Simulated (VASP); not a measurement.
# W (Im-3m) in VASP: further runs

W is run at these levels: PBE; tasks: single point, relaxation of cell and atoms.

Everything below comes from runs of VASP 6.6.1. Logs are shortened: lines on timing, memory, paths and dates and some standing lists are left out, and cuts for length are marked.

**1. The cell of the first run**

It takes space group Im-3m (No. 229, cubic). The conventional cell has a = 3.201 Å, b = 3.201 Å, c = 3.201 Å, α = 90.00°, β = 90.00°, γ = 90.00°. W (site symmetry m-3m) has 14 W at 2.77 to 3.20 Å within 3.7 Å.

**2. Single point, PBE**

INCAR reads:

```
SYSTEM = W
ALGO = Normal
EDIFF = 1E-7
ENCUT = 520
GGA = PE
ISIF = 2
ISMEAR = 0
LASPH = .TRUE.
LCHARG = .TRUE.
LELF = .TRUE.
LREAL = .FALSE.
LVHAR = .TRUE.
LWAVE = .FALSE.
NBANDS = 13
NELM = 80
PREC = Accurate
SIGMA = 0.1
```

KPOINTS reads:

```
k-points
0
G
  8 8 8
  0 0 0
```

POSCAR reads:

```
W
1.0
   -1.6007500000      1.6007500000      1.6007500000
    1.6007500000     -1.6007500000      1.6007500000
    1.6007500000      1.6007500000     -1.6007500000
W
1
Direct
    0.0000000000      0.0000000000      0.0000000000
```

Potentials or basis: VASP PAW PBE potentials, release 64 (W_sv).

Command:

```bash
$ cat potpaw_PBE.64/W_sv/POTCAR > POTCAR
$ mpirun -np 1 vasp_std > vasp.out
```

OUTCAR:

```text
SYSTEM = W
   EDIFF = 1E-7
   ENCUT = 520
   GGA = PE
   ISIF = 2
   ISMEAR = 0
   LASPH = .TRUE.
   LREAL = .FALSE.
   NELM = 80
   PREC = Accurate

 ion  position               nearest neighbor table
   1  0.000  0.000  0.000-

  LATTYP: Found a body centered cubic cell.
 ALAT       =     3.2015000000

  Lattice vectors:

 A1 = (  -1.6007500000,   1.6007500000,   1.6007500000)
 A2 = (   1.6007500000,  -1.6007500000,   1.6007500000)
 A3 = (   1.6007500000,   1.6007500000,  -1.6007500000)

Analysis of symmetry for initial positions (statically):
=====================================================================
 Subroutine PRICEL returns:
 Original cell was already a primitive cell.

 Routine SETGRP: Setting up the symmetry group for a
 body centered cubic supercell.

 Subroutine GETGRP returns: Found 48 space group operations
 (whereof 48 operations were pure point group operations)
 out of a pool of 48 trial point group operations.

The static configuration has the point symmetry O_h .

Analysis of symmetry for dynamics (positions and initial velocities):
=====================================================================
 Subroutine PRICEL returns:
 Original cell was already a primitive cell.

 Routine SETGRP: Setting up the symmetry group for a
 body centered cubic supercell.

 Subroutine GETGRP returns: Found 48 space group operations
 (whereof 48 operations were pure point group operations)
 out of a pool of 48 trial point group operations.

The dynamic configuration has the point symmetry O_h .

 Subroutine INISYM returns: Found 48 space group operations
 (whereof 48 operations are pure point group operations),
 and found     1 'primitive' translations

----------------------------------------------------------------------------------------

                                     Primitive cell

  volume of cell :      16.4071

  direct lattice vectors                    reciprocal lattice vectors
    -1.600750000  1.600750000  1.600750000     0.000000000  0.312353584  0.312353584
     1.600750000 -1.600750000  1.600750000     0.312353584  0.000000000  0.312353584
     1.600750000  1.600750000 -1.600750000     0.312353584  0.312353584  0.000000000

  length of vectors
     2.772580330  2.772580330  2.772580330     0.441734675  0.441734675  0.441734675

  position of ions in fractional coordinates (direct lattice)
     0.000000000  0.000000000  0.000000000

  ion indices of the primitive-cell ions
   primitive index   ion index
                 1           1

----------------------------------------------------------------------------------------

 KPOINTS: k-points

Automatic generation of k-mesh.
 Grid dimensions read from file:
 generate k-points for:    8    8    8

 Generating k-lattice:

  Cartesian coordinates                     Fractional coordinates (reciprocal lattice)
     0.000000000  0.039044198  0.039044198     0.125000000  0.000000000  0.000000000
     0.039044198  0.000000000  0.039044198     0.000000000  0.125000000  0.000000000
     0.039044198  0.039044198  0.000000000     0.000000000  0.000000000  0.125000000

  Length of vectors
     0.055216834  0.055216834  0.055216834

  Shift w.r.t. Gamma in fractional coordinates (k-lattice)
     0.000000000  0.000000000  0.000000000

 Subroutine IBZKPT returns following result:
 ===========================================

 Found     29 irreducible k-points:

 Following reciprocal coordinates:
            Coordinates               Weight
  0.000000  0.000000  0.000000      1.000000
  0.125000  0.000000  0.000000     12.000000
  0.250000  0.000000  0.000000     12.000000
  0.375000  0.000000  0.000000     12.000000
  0.500000  0.000000  0.000000      6.000000
  0.125000  0.125000  0.000000     24.000000
[... 16 lines left out ...]
 -0.250000  0.250000  0.250000      6.000000
 -0.375000  0.375000  0.250000     24.000000
 [... further k-points ...]
   k-points           NKPTS =     29   k-points in BZ     NKDIM =     29   number of bands    NBANDS=     13
   number of dos      NEDOS =    301   number of ions     NIONS =      1
   total plane-waves  NPLWV =  13824
   dimension x,y,z NGX =    24 NGY =   24 NGZ =   24
   dimension x,y,z NGXF=    48 NGYF=   48 NGZF=   48
   ions per type =               1
   NGX,Y,Z   is equivalent  to a cutoff of  14.39, 14.39, 14.39 a.u.
   NGXF,Y,Z  is equivalent  to a cutoff of  28.78, 28.78, 28.78 a.u.
 SYSTEM =  W
   PREC   = accura    normal or accurate (medium, high low for compatibility)
   ISTART =      0    job   : 0-new  1-cont  2-samecut
   ICHARG =      2    charge: 1-file 2-atom 10-const
   ISPIN  =      1    spin polarized calculation?
   LNONCOLLINEAR =      F non collinear calculations
   LSORBIT =      F    spin-orbit coupling
   LASPH  =      T    aspherical Exc in radial PAW
   ENCUT  =  520.0 eV  38.22 Ry    6.18 a.u.   5.16  5.16  5.16*2*pi/ulx,y,z
   NELM   =     80;   NELMIN=  2; NELMDL= -5     # of ELM steps
   EDIFF  = 0.1E-06   stopping-criterion for ELM
   LREAL  =      F    real-space projection
   EDIFFG = 0.1E-05   stopping-criterion for IOM
   NSW    =      0    number of steps for IOM
   IBRION =     -1    ionic relax: 0-MD 1-quasi-New 2-CG
   NFREE  =      0    steps in history (QN), initial steepest desc. (CG)
   ISIF   =      2    stress and relaxation
   ISYM   =      2    0-nonsym 1-usesym 2-fastsym
   POTIM  = 0.5000    time-step for ionic-motion
   TEBEG  =    0.0;   TEEND  =   0.0 temperature during run
   PSTRESS=    0.0 pullay stress
   NELECT =      14.0000    total number of electrons
   NUPDOWN=      -1.0000    fix difference up-down
   EMIN   =  10.00;   EMAX   =-10.00  energy-range for DOS
   EFERMI =   0.00;   METHOD = LEGACY
   ISMEAR =     0;   SIGMA  =   0.10  broadening in eV -4-tet -1-fermi 0-gaus
   EFERMI_NEDOS =   21; number of points for ismear=-14 and -15
   IALGO  =     38    algorithm
   IMIX   =      4    mixing-type and parameters
     AMIX     =   0.40;   BMIX     =  1.00
     AMIX_MAG =   1.60;   BMIX_MAG =  1.00
  volume/ion in A,a.u.               =      16.41       110.72
  Fermi-wavevector in a.u.,A,eV,Ry     =   1.552771  2.934311 32.804965  2.411097
  Thomas-Fermi vector in A             =   2.657098
   LORBIT       =      0    0 simple, 1 ext, 2 COOP (PROOUT), +10 PAW based schemes
   GGA     = PE    functional components
   LHFCALC =     F    Hartree Fock is set to
   AEXX    =    0.0000 exact exchange contribution
   IVDW    =     0    specifies the selected vdW correction
   LEPSILON=     F    determine dielectric tensor
   LRPA    =     F    only Hartree local field effects (RPA)
 non-spin polarized calculation
 Gauss-broadening in eV      SIGMA  =   0.10
  energy-cutoff  :      520.00
  volume of cell :       16.41
 maximum number of plane-waves:       466
 NGX is ok and might be reduce to    24
   NGX = 11   NGY = 11   NGZ = 11

 number of electron      14.0000002 magnetization

 Free energy of the ion-electron system (eV)
  ---------------------------------------------------
  ext. energy  EPLUGINS =         0.00000000
  ---------------------------------------------------
  free energy    TOTEN  =       -12.95317673 eV

  energy without entropy =      -12.95317492  energy(sigma->0) =      -12.95317582

 E-fermi :  10.7535     XC(G=0): -13.4459

 val. band max:       10.4729816593   @ k =   0.1250   0.0000   0.0000
 cond. band min:      11.0377987053   @ k =  -0.2500   0.2500   0.1250
 fundamental gap:      0.5648170460
 Fermi energy:        10.7534758250

 k-point     1 :       0.0000    0.0000    0.0000
  band No.  band energies     occupation
      1     -63.2739      2.00000
      2     -26.8842      2.00000
      3     -26.8842      2.00000
      4     -26.8842      2.00000
      5       1.5064      2.00000
      6       9.7826      2.00000
      7       9.7826      2.00000
      8       9.7826      2.00000
      9      13.1334      0.00000
     10      13.1334      0.00000
     11      25.3881      0.00000
     12      25.3881      0.00000
     13      25.3881      0.00000

 k-point     2 :       0.1250    0.0000    0.0000
  band No.  band energies     occupation
      1     -63.2572      2.00000
      2     -27.0635      2.00000
      3     -26.9409      2.00000
      4     -26.8849      2.00000
      5       2.2081      2.00000
      6       9.3765      2.00000
      7       9.6429      2.00000
      8      10.4730      1.99993
      9      12.6235      0.00000
     10      13.1501      0.00000
     11      25.8935      0.00000
     12      26.5917      0.00000
     13      26.8648      0.00000

 k-point     3 :       0.2500    0.0000    0.0000
  band No.  band energies     occupation
      1     -63.2167      2.00000
      2     -27.4796      2.00000
      3     -27.0755      2.00000
      4     -26.8867      2.00000
      5       3.8566      2.00000
      6       8.5305      2.00000
      7       9.1699      2.00000
      8      12.4210      0.00000
      9      12.5308      0.00000
     10      13.3147      0.00000
     11      25.5185      0.00000
     12      27.0243      0.00000
     13      29.7767      0.00000
[... 305 lines left out ...]
 k-point    23 :      -0.2500    0.2500    0.2500
  band No.  band energies     occupation
      1     -63.1665      2.00000
      2     -27.4998      2.00000
      3     -27.2818      2.00000
      4     -27.2818      2.00000
      5       5.8133      2.00000
      6       8.3034      2.00000
      7      10.4431      1.99999
      8      10.4431      1.99999
      9      12.2666      0.00000
     10      14.2715      0.00000
     11      25.1796      0.00000
     12      29.8243      0.00000
     13      29.8243      0.00000

 k-point    24 :      -0.3750    0.3750    0.2500
  band No.  band energies     occupation
      1     -63.1308      2.00000
      2     -27.7430      2.00000
      3     -27.4233      2.00000
      4     -27.3146      2.00000
      5       6.5507      2.00000
      6       7.2988      2.00000
      7      10.4510      1.99998
      8      11.2129      0.00000
      9      14.5195      0.00000
     10      15.1214      0.00000
     11      24.1657      0.00000
     12      26.6011      0.00000
     13      27.8210      0.00000

 [... further k-points ...]
[... 5 lines left out ...]
  --------------------------------------------------------------------------------------
  -------------------------------------------------------------------------------------
  Total       -0.4324430     -0.4324430     -0.4324430      0.0000000      0.0000000     -0.0000000
  in kB      -42.2288203    -42.2288203    -42.2288203      0.0000000      0.0000000     -0.0000000
  external PRESSURE =     -42.2288203 kB  Pullay stress =       0.0000000 kB

 VOLUME and BASIS-vectors are now :
 -----------------------------------------------------------------------------
  energy-cutoff  :      520.00
  volume of cell :       16.41
      direct lattice vectors                 reciprocal lattice vectors
    -1.600750000  1.600750000  1.600750000     0.000000000  0.312353584  0.312353584
     1.600750000 -1.600750000  1.600750000     0.312353584  0.000000000  0.312353584
     1.600750000  1.600750000 -1.600750000     0.312353584  0.312353584  0.000000000

 POSITION                                       TOTAL-FORCE (eV/Angst)
 -----------------------------------------------------------------------------------
      0.00000      0.00000      0.00000        -0.000000     -0.000000      0.000000
 -----------------------------------------------------------------------------------
    total drift:                                0.000000      0.000000      0.000000

  FREE ENERGIE OF THE ION-ELECTRON SYSTEM (eV)
  ---------------------------------------------------
  free  energy   TOTEN  =       -12.9531767305 eV

  energy  without entropy=      -12.9531749156  energy(sigma->0) =      -12.95317582
```

It took 12 s on 1 thread of AMD EPYC 7R13, shared host; peak memory 0.11 GiB.

What came out:

* Free energy: -12.9532 eV
* Pressure: -4.2 GPa
* Band gap on the k mesh: zero (band 7 reaches 15.88 eV, above the bottom of band 8 at 9.78 eV)

Caveat: spin-orbit coupling is left out, which moves the levels of the heavy elements.

**3. Single point, PBE**

This run uses another cell than the first one, of 16.14 Å³/atom, 0.983 times its volume.

INCAR reads:

```
SYSTEM = W
PREC     = Accurate       ! precision mode
ENCUT    = 520            ! plane-wave cutoff, eV
EDIFF    = 1E-7           ! SCF threshold, eV
ISMEAR   = 0              ! smearing method
SIGMA    = 0.1            ! smearing width, eV
LREAL    = .False.        ! projectors in reciprocal space
LASPH    = .True.         ! aspherical terms in the spheres
NELM     = 80             ! most SCF steps
ALGO     = Fast           ! electronic algorithm
ISIF     = 2              ! what is computed and relaxed
LWAVE    = .False.        ! write WAVECAR
LCHARG   = .False.        ! write CHGCAR
GGA      = PE             ! functional
NBANDS   = 13             ! bands
```

KPOINTS reads:

```
regular mesh
0
Gamma
  18 18 18
  0 0 0
```

POSCAR reads:

```
W
1.0
   -1.5918631972      1.5918631972      1.5918631972
    1.5918631972     -1.5918631972      1.5918631972
    1.5918631972      1.5918631972     -1.5918631972
W
1
Direct
    0.0000000000      0.0000000000      0.0000000000
```

Potentials or basis: VASP PAW PBE potentials, release 64 (W_sv).

Command:

```bash
$ cat potpaw_PBE.64/W_sv/POTCAR > POTCAR
$ mpirun -np 1 vasp_std > vasp.out
```

It took 75 s on 1 thread of AMD EPYC 7R13, shared host; peak memory 0.14 GiB.

It converged, with:

```yaml
Free_energy: -12.9511 eV
Pressure: 0.5 GPa
Band_gap_on_the_k_mesh: zero (band 7 reaches 16.23 eV, above the bottom of band 8 at 9.99 eV)
```

Levels at points of the mesh, in eV from the Fermi level:
```csv
k point,band 4,band 5,band 6,band 7,band 8,band 9,band 10,band 11
"(0.00, 0.00, 0.00)",-37.79,-9.54,-1.20,-1.20,-1.20,2.22,2.22,14.48
"(0.50, 0.00, 0.00)",-37.80,-6.16,-3.48,0.62,2.11,3.06,6.00,10.80
"(0.50, 0.50, 0.50)",-38.64,-5.69,-5.69,5.04,5.04,5.04,8.11,8.11
```

Caveat: spin-orbit coupling is left out, which moves the levels of the heavy elements.

**4. Relaxation of cell and atoms, PBE**

INCAR reads:

```
ALGO = Fast
EDIFF = 1E-6
EDIFFG = -0.002
ENCUT = 600
GGA = PE
IBRION = 2
ISIF = 3
ISMEAR = 0
LASPH = T
LCHARG = F
LREAL = F
LWAVE = F
NELM = 100
NSW = 100
PREC = Accurate
SIGMA = 0.1
```

KPOINTS reads:

```
k-points
0
Gamma
  18 18 18
```

POSCAR reads:

```
W
1.0
   -1.6007500000      1.6007500000      1.6007500000
    1.6007500000     -1.6007500000      1.6007500000
    1.6007500000      1.6007500000     -1.6007500000
W
1
Direct
    0.0000000000      0.0000000000      0.0000000000
```

Potentials or basis: VASP PAW PBE potentials, release 64 (W_sv).

Command:

```bash
$ cat potpaw_PBE.64/W_sv/POTCAR > POTCAR
$ mpirun -np 1 vasp_std > vasp.out
```

OUTCAR:

```text
EDIFF = 1E-6
   EDIFFG = -0.002
   ENCUT = 600
   GGA = PE
   IBRION = 2
   ISIF = 3
   ISMEAR = 0
   LASPH = T
   LREAL = F
   NELM = 100
   NSW = 100
   PREC = Accurate

 ion  position               nearest neighbor table
   1  0.000  0.000  0.000-

  LATTYP: Found a body centered cubic cell.
 ALAT       =     3.2015000000

  Lattice vectors:

 A1 = (  -1.6007500000,   1.6007500000,   1.6007500000)
 A2 = (   1.6007500000,  -1.6007500000,   1.6007500000)
 A3 = (   1.6007500000,   1.6007500000,  -1.6007500000)

Analysis of symmetry for initial positions (statically):
=====================================================================
 Subroutine PRICEL returns:
 Original cell was already a primitive cell.

 Routine SETGRP: Setting up the symmetry group for a
 body centered cubic supercell.

[... 425 lines left out ...]
 cond. band min:      11.1774208916   @ k =   0.5000   0.5000   0.2222
 fundamental gap:      0.0165169951
 Fermi energy:        11.1650890280

 k-point     1 :       0.0000    0.0000    0.0000
  band No.  band energies     occupation
      1     -63.0376      2.00000
      2     -26.6278      2.00000
      3     -26.6278      2.00000
      4     -26.6278      2.00000
      5       1.6362      2.00000
      6       9.9716      2.00000
      7       9.9716      2.00000
      8       9.9716      2.00000
      9      13.3843      0.00000
     10      13.3843      0.00000
     11      25.6389      0.00000
[... 309 lines left out ...]
 k-point    24 :       0.3889    0.1111    0.0000
  band No.  band energies     occupation
      1     -62.9144      2.00000
      2     -27.7614      2.00000
      3     -27.0544      2.00000
      4     -26.6873      2.00000
      5       5.4416      2.00000
      6       7.8390      2.00000
      7      10.5507      2.00000
      8      13.1500      0.00000
      9      14.4410      0.00000
     10      17.4273      0.00000
     11      21.8182      0.00000

 [... further k-points ...]
[... 5 lines left out ...]
  --------------------------------------------------------------------------------------
  -------------------------------------------------------------------------------------
  Total        0.0018772      0.0018772      0.0018772      0.0000000      0.0000000     -0.0000000
  in kB        0.1861089      0.1861089      0.1861089      0.0000000      0.0000000     -0.0000000
  external PRESSURE =       0.1861089 kB  Pullay stress =       0.0000000 kB
[... 16 lines left out ...]
  FREE ENERGIE OF THE ION-ELECTRON SYSTEM (eV)
  ---------------------------------------------------
  free  energy   TOTEN  =       -12.9514549393 eV

  energy  without entropy=      -12.9478726136  energy(sigma->0) =      -12.94966378

 reached required accuracy - stopping structural energy minimisation
```

OSZICAR:

```text
N       E                     dE             d eps       ncg     rms          rms(c)
DAV:   1     0.821013207563E+02    0.82101E+02   -0.85088E+03  4298   0.158E+03
DAV:   2    -0.118531383134E+02   -0.93954E+02   -0.90868E+02  4638   0.356E+02
DAV:   3    -0.135854841491E+02   -0.17323E+01   -0.17133E+01  4886   0.460E+01
[... 57 lines left out ...]
   7 F= -.12951455E+02 E0= -.12949663E+02  d E =-.111174E-05
       N       E                     dE             d eps       ncg     rms          rms(c)
DAV:   1    -0.129514600070E+02   -0.54068E-05   -0.11325E-04  4329   0.170E-01    0.284E-02
RMM:   2    -0.129514555643E+02    0.44427E-05   -0.60233E-06  3901   0.274E-02    0.683E-03
RMM:   3    -0.129514549393E+02    0.62498E-06   -0.28174E-06  3294   0.185E-02
   8 F= -.12951455E+02 E0= -.12949664E+02  d E =-.866047E-06
```

It took 3.9 min on 1 thread of AMD EPYC 7R13, shared host; peak memory 0.15 GiB.

What came out:

* Free energy: -12.9515 eV
* Relaxed volume: 16.16 Å³/atom
* Relaxed cell: a = 2.759 Å, b = 2.759 Å, c = 2.759 Å, α = 109.47°, β = 109.47°, γ = 109.47°
* Space group after relaxing (to 0.05 Å): Im-3m (No. 229)
* Energy gained by relaxing: 3.5 meV/atom
* Ionic steps: 8
* Pressure after relaxing: 0.0 GPa
* Band gap on the k mesh: zero (band 7 reaches 16.20 eV, above the bottom of band 8 at 9.97 eV)

Step by step:
```csv
step,energy change (eV),largest force (eV/Å),pressure (GPa),volume (Å³)
1,0.0000,0.0000,-4.51,16.41
2,0.0410,0.0000,18.08,15.33
3,-0.0035,0.0000,-0.09,16.17
4,-0.0035,0.0000,-0.03,16.16
5,-0.0035,0.0000,0.06,16.16
6,-0.0035,0.0000,-0.06,16.17
7,-0.0035,0.0000,-0.06,16.16
8,-0.0035,0.0000,0.02,16.16
```

Final structure:
```xyz
1
Lattice="-1.5927 1.5927 1.5927 1.5927 -1.5927 1.5927 1.5927 1.5927 -1.5927" Properties=species:S:1:pos:R:3 pbc="T T T"
W     0.0000    0.0000    0.0000
```

Caveat: spin-orbit coupling is left out, which moves the levels of the heavy elements.

**5. The runs side by side**

| task | cell | k mesh | cutoff (eV) | gap on the mesh (eV) | pressure (GPa) |
| --- | --- | --- | --- | --- | --- |
| single point | a = 2.773 Å, angles 109.5°, 1 atom | 8 × 8 × 8 | 520 | none | -4.2 |
| single point | a = 2.757 Å, angles 109.5°, 1 atom | 18 × 18 × 18 | 520 | none | 0.5 |
| relaxation of cell and atoms | relaxed from a = 2.773 Å, angles 109.5°, 1 atom | 18 × 18 × 18 | 600 | none | 0.0 |

Alike in all rows: level PBE; potentials or basis VASP PAW PBE potentials, release 64 (W_sv); no spin polarisation; smearing gaussian 0.1 eV.

Caveats: spin-orbit coupling is left out, which moves the levels of the heavy elements.

Total energies depend on the potentials used, so only differences within one code and one set of settings carry meaning.
